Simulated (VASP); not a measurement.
# CsI (Pm-3m) in VASP: notebook, part 3 of 3

VASP 6.6.1.

## 6. Relaxation of cell and atoms, PBEsol, target pressure 10 GPa, at which the enthalpy is minimised

Input file INCAR:

```
PREC = Accurate
ENCUT = 500
EDIFF = 1E-7
ISMEAR = 0
SIGMA = 0.01
LREAL = F
LASPH = T
NELM = 120
ALGO = Normal
ISIF = 3
LWAVE = F
LCHARG = F
GGA = PS
IBRION = 2
NSW = 100
EDIFFG = -0.002
PSTRESS = 100.0
GGA_COMPAT = F
NELMIN = 4
```

Input file KPOINTS:

```
Automatic mesh
0
Gamma
  6 6 6
```

Input file POSCAR:

```
CsI
1.0
    4.5031925360      0.0000000000      0.0000000000
    0.0000000000      4.5031925360      0.0000000000
    0.0000000000      0.0000000000      4.5031925360
Cs I
1 1
Direct
    0.0000000000      0.0000000000      0.0000000000
    0.5000000000      0.5000000000      0.5000000000
```

Potentials or basis: VASP PAW PBE potentials, release 64 (Cs_sv, I).

Started as:

```
$ cat potpaw_PBE.64/Cs_sv/POTCAR potpaw_PBE.64/I/POTCAR > POTCAR
$ mpirun -np 1 vasp_std > vasp.out
```

OUTCAR:

```text
PREC = Accurate
   ENCUT = 500
   EDIFF = 1E-7
   ISMEAR = 0
   LREAL = F
   LASPH = T
   NELM = 120
   ISIF = 3
   GGA = PS
   IBRION = 2
   NSW = 100
   EDIFFG = -0.002
   PSTRESS = 100.0
   NELMIN = 4

 ion  position               nearest neighbor table
   1  0.000  0.000  0.000-
   2  0.500  0.500  0.500-

  LATTYP: Found a simple cubic cell.
 ALAT       =     4.5031925360

  Lattice vectors:

 A1 = (   4.5031925360,   0.0000000000,   0.0000000000)
 A2 = (   0.0000000000,   4.5031925360,   0.0000000000)
 A3 = (   0.0000000000,   0.0000000000,   4.5031925360)

Analysis of symmetry for initial positions (statically):
=====================================================================
 Subroutine PRICEL returns:
 Original cell was already a primitive cell.

 Routine SETGRP: Setting up the symmetry group for a
 simple cubic supercell.

 Subroutine GETGRP returns: Found 48 space group operations
[... 9 lines left out ...]

 Routine SETGRP: Setting up the symmetry group for a
 simple cubic supercell.

 Subroutine GETGRP returns: Found 48 space group operations
[... 11 lines left out ...]
                                     Primitive cell

  volume of cell :      91.3191

  direct lattice vectors                    reciprocal lattice vectors
     4.503192536  0.000000000  0.000000000     0.222064678  0.000000000  0.000000000
     0.000000000  4.503192536  0.000000000     0.000000000  0.222064678  0.000000000
     0.000000000  0.000000000  4.503192536     0.000000000  0.000000000  0.222064678

  length of vectors
     4.503192536  4.503192536  4.503192536     0.222064678  0.222064678  0.222064678

  position of ions in fractional coordinates (direct lattice)
     0.000000000  0.000000000  0.000000000
     0.500000000  0.500000000  0.500000000

  ion indices of the primitive-cell ions
   primitive index   ion index
                 1           1
                 2           2

----------------------------------------------------------------------------------------

 KPOINTS: Automatic mesh

Automatic generation of k-mesh.
 Grid dimensions read from file:
 generate k-points for:    6    6    6

 Generating k-lattice:

  Cartesian coordinates                     Fractional coordinates (reciprocal lattice)
     0.037010780  0.000000000  0.000000000     0.166666667  0.000000000  0.000000000
     0.000000000  0.037010780  0.000000000     0.000000000  0.166666667  0.000000000
     0.000000000  0.000000000  0.037010780     0.000000000  0.000000000  0.166666667

  Length of vectors
     0.037010780  0.037010780  0.037010780

  Shift w.r.t. Gamma in fractional coordinates (k-lattice)
     0.000000000  0.000000000  0.000000000

 Subroutine IBZKPT returns following result:
 ===========================================

 Found     20 irreducible k-points:

 Following reciprocal coordinates:
            Coordinates               Weight
  0.000000  0.000000  0.000000      1.000000
  0.166667  0.000000  0.000000      6.000000
  0.333333  0.000000  0.000000      6.000000
  0.500000  0.000000  0.000000      3.000000
  0.166667  0.166667  0.000000     12.000000
  0.333333  0.166667  0.000000     24.000000
[... 12 lines left out ...]
  0.500000  0.500000  0.333333      6.000000
  0.500000  0.500000  0.500000      1.000000
   k-points           NKPTS =     20   k-points in BZ     NKDIM =     20   number of bands    NBANDS=     12
   number of dos      NEDOS =    301   number of ions     NIONS =      2
   total plane-waves  NPLWV =  46656
   dimension x,y,z NGX =    36 NGY =   36 NGZ =   36
   dimension x,y,z NGXF=    72 NGYF=   72 NGZF=   72
   ions per type =               1   1
   NGX,Y,Z   is equivalent  to a cutoff of  13.29, 13.29, 13.29 a.u.
   NGXF,Y,Z  is equivalent  to a cutoff of  26.58, 26.58, 26.58 a.u.
 SYSTEM =  unknown system
   PREC   = accura    normal or accurate (medium, high low for compatibility)
   ISTART =      0    job   : 0-new  1-cont  2-samecut
   ICHARG =      2    charge: 1-file 2-atom 10-const
   ISPIN  =      1    spin polarized calculation?
   LNONCOLLINEAR =      F non collinear calculations
   LSORBIT =      F    spin-orbit coupling
   LASPH  =      T    aspherical Exc in radial PAW
   ENCUT  =  500.0 eV  36.75 Ry    6.06 a.u.   8.21  8.21  8.21*2*pi/ulx,y,z
   NELM   =    120;   NELMIN=  4; NELMDL= -5     # of ELM steps
   EDIFF  = 0.1E-06   stopping-criterion for ELM
   LREAL  =      F    real-space projection
   EDIFFG = -.2E-02   stopping-criterion for IOM
   NSW    =    100    number of steps for IOM
   IBRION =      2    ionic relax: 0-MD 1-quasi-New 2-CG
   NFREE  =      1    steps in history (QN), initial steepest desc. (CG)
   ISIF   =      3    stress and relaxation
   ISYM   =      2    0-nonsym 1-usesym 2-fastsym
   POTIM  = 0.5000    time-step for ionic-motion
   TEBEG  =    0.0;   TEEND  =   0.0 temperature during run
   PSTRESS=  100.0 pullay stress
   NELECT =      16.0000    total number of electrons
   NUPDOWN=      -1.0000    fix difference up-down
   EMIN   =  10.00;   EMAX   =-10.00  energy-range for DOS
   EFERMI =   0.00;   METHOD = LEGACY
   ISMEAR =     0;   SIGMA  =   0.01  broadening in eV -4-tet -1-fermi 0-gaus
   EFERMI_NEDOS =   21; number of points for ismear=-14 and -15
   IALGO  =     38    algorithm
   IMIX   =      4    mixing-type and parameters
     AMIX     =   0.40;   BMIX     =  1.00
     AMIX_MAG =   1.60;   BMIX_MAG =  1.00
  volume/ion in A,a.u.               =      45.66       308.13
  Fermi-wavevector in a.u.,A,eV,Ry     =   0.916068  1.731117 11.417741  0.839180
  Thomas-Fermi vector in A             =   2.040881
   LORBIT       =      0    0 simple, 1 ext, 2 COOP (PROOUT), +10 PAW based schemes
   GGA     = PS    functional components
   LHFCALC =     F    Hartree Fock is set to
   AEXX    =    0.0000 exact exchange contribution
   IVDW    =     0    specifies the selected vdW correction
   LEPSILON=     F    determine dielectric tensor
   LRPA    =     F    only Hartree local field effects (RPA)
 conjugate gradient relaxation of ions
 non-spin polarized calculation
 Gauss-broadening in eV      SIGMA  =   0.01
  energy-cutoff  :      500.00
  volume of cell :       91.32
 maximum number of plane-waves:      2360
 NGX is ok and might be reduce to    36
   NGX = 17   NGY = 17   NGZ = 17

--------------------------------------- Ionic step        1  -------------------------------------------

 number of electron      15.9999999 magnetization

 Free energy of the ion-electron system (eV)
  ---------------------------------------------------
  ext. energy  EPLUGINS =         0.00000000
  ---------------------------------------------------
  free energy    TOTEN  =        -5.77446556 eV

  energy without entropy =       -5.77446556  energy(sigma->0) =       -5.77446556

 E-fermi :   1.0616     XC(G=0):  -8.1371

 val. band max:        0.9536900993   @ k =   0.5000   0.5000   0.0000
 cond. band min:       4.7937225100   @ k =   0.0000   0.0000   0.0000
 fundamental gap:      3.8400324107
 Fermi energy:         1.0615630993

 k-point     1 :       0.0000    0.0000    0.0000
  band No.  band energies     occupation
      1     -19.3582      2.00000
      2      -9.8082      2.00000
      3      -6.0357      2.00000
      4      -6.0357      2.00000
      5      -6.0357      2.00000
      6       0.8712      2.00000
      7       0.8712      2.00000
      8       0.8712      2.00000
      9       4.7937      0.00000
     10       4.9598      0.00000
     11       4.9598      0.00000
     12       8.7844      0.00000
[... 318 lines left out ...]
  enthalpy is  TOTEN    =        -0.0747791091 eV   P V=        5.6996864505

--------------------------------------- Ionic step        2  -------------------------------------------

 number of electron      16.0000000 magnetization

 E-fermi :   5.0136     XC(G=0): -10.1947

 val. band max:        4.8819794024   @ k =   0.0000   0.0000   0.0000
 cond. band min:       7.3059383321   @ k =   0.0000   0.0000   0.0000
 fundamental gap:      2.4239589297
 Fermi energy:         5.0135906293

 k-point     1 :       0.0000    0.0000    0.0000
  band No.  band energies     occupation
      1     -15.8317      2.00000
      2      -7.0982      2.00000
      3      -2.3400      2.00000
      4      -2.3400      2.00000
      5      -2.3400      2.00000
      6       4.8820      2.00000
      7       4.8820      2.00000
      8       4.8820      2.00000
      9       7.3059      0.00000
     10       7.3059      0.00000
     11      10.8745      0.00000
     12      13.2035      0.00000
[... 432 lines left out ...]
  enthalpy is  TOTEN    =        -1.0743032789 eV   P V=        4.1388773954

--------------------------------------- Ionic step        6  -------------------------------------------

 number of electron      15.9999998 magnetization

 Free energy of the ion-electron system (eV)
  ---------------------------------------------------
  ext. energy  EPLUGINS =         0.00000000
  ---------------------------------------------------
  free energy    TOTEN  =        -5.20028099 eV

  energy without entropy =       -5.20028099  energy(sigma->0) =       -5.20028099

 E-fermi :   3.6087     XC(G=0):  -9.6276

 val. band max:        3.5597148008   @ k =   0.0000   0.0000   0.0000
 cond. band min:       6.5951959253   @ k =   0.0000   0.0000   0.0000
 fundamental gap:      3.0354811245
 Fermi energy:         3.6086600168

 k-point     1 :       0.0000    0.0000    0.0000
  band No.  band energies     occupation
      1     -16.8160      2.00000
      2      -7.9768      2.00000
      3      -3.4040      2.00000
      4      -3.4040      2.00000
      5      -3.4040      2.00000
      6       3.5597      2.00000
      7       3.5597      2.00000
      8       3.5597      2.00000
      9       6.5952      0.00000
     10       6.5952      0.00000
     11       8.8555      0.00000
     12      11.8629      0.00000
[... 312 lines left out ...]
  FREE ENERGIE OF THE ION-ELECTRON SYSTEM (eV)
  ---------------------------------------------------
  free  energy   TOTEN  =        -5.2002809919 eV

  energy  without entropy=       -5.2002809919  energy(sigma->0) =       -5.20028099

  enthalpy is  TOTEN    =        -1.0744173362 eV   P V=        4.1258636557

 reached required accuracy - stopping structural energy minimisation
```

OSZICAR:

```text
N       E                     dE             d eps       ncg     rms          rms(c)
DAV:   1     0.897852388353E+02    0.89785E+02   -0.62707E+03   480   0.109E+03
DAV:   2     0.108756274698E+01   -0.88698E+02   -0.84691E+02   712   0.161E+02
DAV:   3    -0.581694378087E+01   -0.69045E+01   -0.68873E+01   612   0.524E+01
[... 58 lines left out ...]
DAV:   2    -0.520046189829E+01    0.58971E-03   -0.73177E-04   492   0.175E-01    0.572E-02
DAV:   3    -0.520027958474E+01    0.18231E-03   -0.55144E-04   492   0.139E-01    0.333E-02
DAV:   4    -0.520028044051E+01   -0.85576E-06   -0.70946E-06   504   0.193E-02    0.223E-02
DAV:   5    -0.520028105575E+01   -0.61524E-06   -0.25401E-06   544   0.997E-03    0.226E-03
DAV:   6    -0.520028099190E+01    0.63850E-07   -0.17336E-07   308   0.300E-03
   6 F= -.10744173E+01 E0= -.10744173E+01  d E =-.307884E-03
```

Run time: 50 s. Hardware: 1 thread of Intel Xeon Platinum 8488C (Sapphire Rapids), shared host; peak memory 0.22 GiB.

Results:

```
Free energy                                            : -5.2003 eV
Relaxed volume                                         : 33.05 Å³/atom
Relaxed cell                                           : a = 4.043 Å, b = 4.043 Å, c = 4.043 Å, α = 90.00°, β = 90.00°, γ = 90.00°
Space group after relaxing (to 0.05 Å)                 : Pm-3m (No. 221)
Energy change on relaxing (the enthalpy is what falls) : +287.1 meV/atom
Ionic steps                                            : 6
Pressure after relaxing                                : 10.0 GPa
Band gap on the k mesh                                 : 3.04 eV, direct
```

Step by step:
| step | energy change (eV) | largest force (eV/Å) | pressure (GPa) | volume (Å³) |
| --- | --- | --- | --- | --- |
| 1 | 0.0000 | 0.0000 | 0.08 | 91.32 |
| 2 | 1.1981 | 0.0000 | 18.23 | 58.83 |
| 3 | 0.5674 | 0.0000 | 9.91 | 66.21 |
| 4 | 0.5956 | 0.0000 | 10.29 | 65.76 |
| 5 | 0.5613 | 0.0000 | 9.82 | 66.31 |
| 6 | 0.5742 | 0.0000 | 10.00 | 66.10 |

Final structure:
```yaml
crystal:
  lattice:
    - [4.04335, 0.00000, 0.00000]
    - [0.00000, 4.04335, 0.00000]
    - [0.00000, 0.00000, 4.04335]
  atoms:
    - { symbol: Cs, position: [0.00000, 0.00000, 0.00000] }
    - { symbol: I, position: [0.50000, 0.50000, 0.50000] }
```

Levels at points of the mesh, in eV from the valence-band top:
```csv
k point,band 4,band 5,band 6,band 7,band 8,band 9,band 10,band 11,band 12
"(0.00, 0.00, 0.00)",-6.96,-6.96,0.00,0.00,0.00,3.04,3.04,5.30,8.30
"(0.50, 0.00, 0.00)",-6.70,-6.70,-2.78,-0.68,-0.68,4.50,6.14,8.08,8.28
"(0.50, 0.50, 0.00)",-8.07,-6.57,-1.08,-1.08,-0.12,3.77,4.80,5.78,5.78
"(0.50, 0.50, 0.50)",-7.59,-7.59,-2.69,-2.69,-2.69,8.43,8.43,8.43,9.76
```

Caveat: the cell is relaxed towards a set pressure, so the enthalpy falls and the energy may rise; the volume moved by over 15 % at a fixed basis, so the end points are rough; the PAW data sets were made with another functional, which shifts forces and pressure a little; spin-orbit coupling is left out, which moves the levels of the heavy elements.

## 7. Relaxation of cell and atoms, PBEsol, target pressure 15 GPa, at which the enthalpy is minimised

Input file INCAR:

```
PREC     = Accurate       # precision mode
ENCUT    = 500            # plane-wave cutoff, eV
EDIFF    = 1E-7           # SCF threshold, eV
ISMEAR   = 0              # smearing method
SIGMA    = 0.01           # smearing width, eV
LREAL    = False          # projectors in reciprocal space
LASPH    = True           # aspherical terms in the spheres
NELM     = 120            # most SCF steps
ALGO     = Normal         # electronic algorithm
ISIF     = 3              # what is computed and relaxed
LWAVE    = False          # write WAVECAR
LCHARG   = False          # write CHGCAR
GGA      = PS             # functional
IBRION   = 2              # ionic algorithm
NSW      = 100            # ionic steps
EDIFFG   = -0.002         # ionic threshold
PSTRESS  = 150.0        
GGA_COMPAT= False        
NELMIN   = 4
```

KPOINTS is that of step 6.

POSCAR is that of step 6.

Started as:

```
$ cat potpaw_PBE.64/Cs_sv/POTCAR potpaw_PBE.64/I/POTCAR > POTCAR
$ mpirun -np 1 vasp_std > vasp.out
```

Run time: 56 s. Hardware: 1 thread of Intel Xeon Platinum 8488C (Sapphire Rapids), shared host; peak memory 0.21 GiB.

Results (log left out):

```yaml
Free_energy: -4.8244 eV
Relaxed_volume: 30.61 Å³/atom
Relaxed_cell: a = 3.941 Å, b = 3.941 Å, c = 3.941 Å, α = 90.00°, β = 90.00°, γ = 90.00°
Space_group_after_relaxing_to_0.05_Å: Pm-3m (No. 221)
Energy_change_on_relaxing_the_enthalpy_is_what_falls: +475.1 meV/atom
Ionic_steps: 7
Pressure_after_relaxing: 15.0 GPa
Band_gap_on_the_k_mesh: 2.65 eV, direct
```

The path:
```tsv
step	energy change (eV)	largest force (eV/Å)	pressure (GPa)	volume (Å³)
1	0.0000	0.0000	0.08	91.32
2	3.8119	0.0000	52.59	45.87
3	0.8466	0.0000	13.64	62.39
4	0.9216	0.0000	14.63	61.53
5	0.9699	0.0000	15.26	61.02
6	0.9319	0.0000	14.76	61.42
7	0.9501	0.0000	15.00	61.23
```

Final structure:
```xyz
2
Lattice="3.9413 0.0000 0.0000 0.0000 3.9413 0.0000 0.0000 0.0000 3.9413" Properties=species:S:1:pos:R:3 pbc="T T T"
Cs    0.0000    0.0000    3.9413
I     1.9707    1.9707    1.9707
```

Levels at points of the mesh, in eV from the valence-band top:
```csv
k point,band 5,band 6,band 7,band 8,band 9,band 10,band 11,band 12
"(0.00, 0.00, 0.00)",-7.12,0.00,0.00,0.00,2.65,2.65,5.74,8.32
"(0.50, 0.00, 0.00)",-6.77,-3.13,-0.89,-0.89,4.21,5.88,8.44,8.56
"(0.50, 0.50, 0.00)",-6.61,-1.14,-1.14,-0.22,3.58,4.72,5.60,5.60
"(0.50, 0.50, 0.50)",-7.85,-3.15,-3.15,-3.15,8.75,8.75,8.75,10.20
```

Caveat: the cell is relaxed towards a set pressure, so the enthalpy falls and the energy may rise; the volume moved by over 15 % at a fixed basis, so the end points are rough; the PAW data sets were made with another functional, which shifts forces and pressure a little; spin-orbit coupling is left out, which moves the levels of the heavy elements.

## 8. Summary

```csv
cell,gap on the mesh (eV),pressure (GPa)
relaxed to 1 GPa,3.89,1.0
relaxed to 2 GPa,3.78,2.0
relaxed to 4 GPa,3.59,4.0
relaxed to 7 GPa,3.30,7.0
relaxed to 10 GPa,3.04,10.0
relaxed to 15 GPa,2.65,15.0
```

Alike in all rows: task relaxation of cell and atoms; level PBEsol; potentials or basis VASP PAW PBE potentials, release 64 (Cs_sv, I); no spin polarisation; k mesh 6 × 6 × 6; cutoff (eV) 500; smearing gaussian 0.01 eV.

Caveats: the cell is relaxed towards a set pressure, so the enthalpy falls and the energy may rise; the PAW data sets were made with another functional, which shifts forces and pressure a little; spin-orbit coupling is left out, which moves the levels of the heavy elements; the volume moved by over 15 % at a fixed basis, so the end points are rough (some runs).

Total energies depend on the potentials used, so only differences within one code and one set of settings carry meaning.
